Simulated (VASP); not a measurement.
The system is KF.

```
CELL_PARAMETERS angstrom
0.00000 2.61731 2.61731
2.61731 0.00000 2.61731
2.61731 2.61731 0.00000
ATOMIC_POSITIONS crystal
K 0.00000 0.00000 0.00000
F 0.50000 0.50000 0.50000
```

Base run:

* Program: VASP 6.6.1
* Functional: r2SCAN
* Potentials or basis: VASP PAW PBE potentials, release 64 (K_sv, F)
* Cutoff: 520 eV
* k mesh: 9 × 9 × 9
* Occupations: fermi-dirac, width 0.05 eV
* Spin: no spin polarisation

Its results: band gap on the k mesh 7.17 eV; pressure 1.9 GPa.

Task: The run is repeated on the same cell with these changes: functional from r2SCAN to LDA; potentials or basis from VASP PAW PBE potentials, release 64 (K_sv, F) to VASP PAW LDA potentials, release 64 (K_sv, F). What comes out?

Result: Band gap on the k mesh 6.12 eV; pressure -1.5 GPa.

Caveats: an odd mesh through Γ misses points on the zone boundary, where band edges can lie; the PAW data sets were made with another functional, which shifts forces and pressure a little (at least some runs).
